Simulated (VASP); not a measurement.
Wanted: the native input for a VASP 6.6.1 run.

```yaml
Task: single point
Functional: r2SCAN
Potentials_or_basis: VASP PAW PBE potentials, release 64 (K_sv, Mg, F)
Cutoff: 660 eV
k_mesh: 6 × 6 × 6
Occupations: gaussian, width 0.01 eV
Spin: no spin polarisation
Dipole_correction: no
Further_INCAR_settings: ALGO = Normal; EDIFF = 1e-06; NBANDS = 24
```

Crystal: KMgF3.

```
CELL_PARAMETERS angstrom
4.15775 0.00000 0.00000
0.00000 4.15775 0.00000
0.00000 0.00000 3.89148
ATOMIC_POSITIONS crystal
K 0.50000 0.50000 0.50000
Mg 0.00000 0.00000 0.00000
F 0.50000 0.00000 0.00000
F 0.00000 0.50000 0.00000
F 0.00000 0.00000 0.50000
```

This cell differs from its parent crystal: epitaxial xy strain +4.5%.

The input as run:

POSCAR

```
KMgF3
1.0
    4.1577540817      0.0000000000      0.0000000000
    0.0000000000      4.1577540817      0.0000000000
    0.0000000000      0.0000000000      3.8914763217
K Mg F
1 1 3
Direct
    0.5000000000      0.5000000000      0.5000000000
    0.0000000000      0.0000000000      0.0000000000
    0.5000000000      0.0000000000      0.0000000000
    0.0000000000      0.5000000000      0.0000000000
    0.0000000000      0.0000000000      0.5000000000
```

INCAR.step1

```
SYSTEM = KMgF3
PREC = Accurate ; ENCUT = 660
ISMEAR = 0 ; SIGMA = 0.01
LREAL = .FALSE. ; LASPH = .TRUE.
NELM = 120 ; NBANDS = 24
GGA = PE ; ALGO = Normal
EDIFF = 1E-5 ; LWAVE = .TRUE.
LCHARG = .FALSE. ; GGA_COMPAT = .FALSE.
```

INCAR.step2

```
SYSTEM = KMgF3
PREC = Accurate ; ENCUT = 660
EDIFF = 1E-6 ; ISMEAR = 0
SIGMA = 0.01 ; LREAL = .FALSE.
LASPH = .TRUE. ; NELM = 120
ALGO = Normal ; ISIF = 2
LWAVE = .FALSE. ; LCHARG = .FALSE.
METAGGA = R2SCAN ; LMIXTAU = .TRUE.
NBANDS = 24 ; ISTART = 1
GGA_COMPAT = .FALSE.
```

KPOINTS

```
Automatic mesh
0
G
  6 6 6
  0 0 0
```

Potentials or basis: VASP PAW PBE potentials, release 64 (K_sv, Mg, F).

Launch:

```bash
$ cat potpaw_PBE.64/K_sv/POTCAR potpaw_PBE.64/Mg/POTCAR potpaw_PBE.64/F/POTCAR > POTCAR
$ cp INCAR.step1 INCAR
$ mpirun -np 1 vasp_std > vasp.out
$ cp INCAR.step2 INCAR
$ mpirun -np 1 vasp_std > vasp.out
```

Results of the run:

| Quantity | Value |
| --- | --- |
| Pressure | -4.7 GPa |
| Band gap on the k mesh | 7.78 eV (least direct gap 8.08 eV) |

Caveat: the cell differs from its parent crystal (epitaxial xy strain +4.5%); the cell stands under tension; the PAW data sets were made with another functional, which shifts forces and pressure a little.

It took 3.7 min on 1 thread of Intel(R) Xeon(R) Platinum 8488C (Sapphire Rapids) (shared host), peak memory 0.28 GiB.
